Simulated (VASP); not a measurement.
**Li16H16O (a cell with a defect): single point with PBE**

Li16H16O (a cell with a defect):

```
Li H O
1.0
    -4.00710   -4.00710    4.00710
    -4.00710    4.00710   -4.00710
     4.00710   -4.00710   -4.00710
Li H O
16 16 1
Cartesian
  -1.9716 -3.9923 1.9887
  -6.0598 -1.9926 -0.0004
  -1.9717 0.0501 -2.0385
  -3.9570 -2.0171 1.9613
  -2.0204 -1.9139 -0.1099
  -3.9748 -4.0952 -4.0003
  -3.8489 2.1949 -1.7903
  -1.9489 -3.9699 -2.0180
  -3.9807 0.0218 -0.0192
  -1.9241 -5.9855 0.0225
  2.0827 -3.9897 -2.0519
  -3.9813 -1.9717 -2.0382
  -1.9560 -2.0111 -4.0208
  -3.9637 -3.9461 0.0323
  0.0044 -2.0297 -1.9554
  0.1595 -4.1160 -0.2056
  -3.9961 0.0676 -2.0337
  -3.9770 -1.9776 -0.0258
  0.0301 0.0038 -1.9985
  -1.9559 -1.9919 2.0121
  -0.4136 -2.6674 0.7445
  -5.9799 0.0050 -0.0122
  -1.9402 2.0430 -1.9804
  0.0524 -4.0397 -2.0835
  -1.9897 0.0470 -0.0334
  0.0488 -6.0153 -0.0298
  0.0561 0.0563 -5.9928
  -2.0107 -1.9718 -2.0602
  0.0408 -1.9821 -3.9601
  -1.9960 -4.0229 -0.0162
  2.0426 -1.9901 -2.0083
  -1.9248 -0.0177 -4.0426
  -4.0361 -6.0919 -3.9623
```

```json
{
 "Program": "VASP 6.6.1",
 "Task": "single point",
 "Functional": "PBE",
 "Potentials or basis": "VASP PAW PBE potentials, release 64 (Li_sv, H, O)",
 "Cutoff": "520 eV",
 "k mesh": "2 × 2 × 2, shifted",
 "Occupations": "gaussian, width 0.02 eV",
 "Spin": "no spin polarisation"
}
```

```yaml
Largest_force: 0.252 eV/Å
Band_gap_on_the_k_mesh: 3.85 eV
```

Forces on the atoms (eV/Å):
```
Li  -0.006 -0.007  0.018
Li   0.054 -0.035  0.005
Li  -0.003 -0.022  0.015
Li  -0.006 -0.003  0.015
Li  -0.046 -0.016  0.024
Li  -0.029  0.055  0.005
Li  -0.020 -0.038 -0.057
Li  -0.011 -0.015 -0.008
Li  -0.009 -0.004  0.011
Li  -0.024 -0.016  0.000
Li  -0.020 -0.009  0.016
Li  -0.006 -0.016  0.018
Li   0.002 -0.005  0.006
Li  -0.004 -0.027 -0.001
Li   0.034  0.035 -0.007
Li  -0.041 -0.055  0.056
H    0.002 -0.014 -0.004
H   -0.002 -0.006  0.011
H   -0.012  0.015 -0.027
H   -0.008 -0.002 -0.004
H    0.006  0.018 -0.128
H    0.019  0.017  0.008
H    0.001 -0.022  0.021
H   -0.006  0.008  0.042
H   -0.016 -0.015  0.014
H   -0.003  0.008  0.012
H   -0.017  0.000  0.024
H    0.008 -0.011  0.032
H    0.001 -0.001 -0.014
H    0.025  0.019  0.005
H    0.014 -0.011 -0.024
H   -0.022 -0.009  0.013
O    0.144  0.183 -0.097
```

Levels at points of the mesh, in eV from the valence-band top:
```
           k point  band 31  band 32  band 33  band 34  band 35  band 36  band 37  band 38  band 39  band 40
(0.25, 0.25, 0.25)    -1.57    -1.56    -1.29    -1.01    -0.99     4.44     5.35     5.40     5.42     5.49
```

Wall time 5.8 min on 1 thread of Intel Xeon 8259CL, on a shared host, peak memory 0.39 GiB.

Caveat: the k points lie up to 0.55 Å⁻¹ apart.
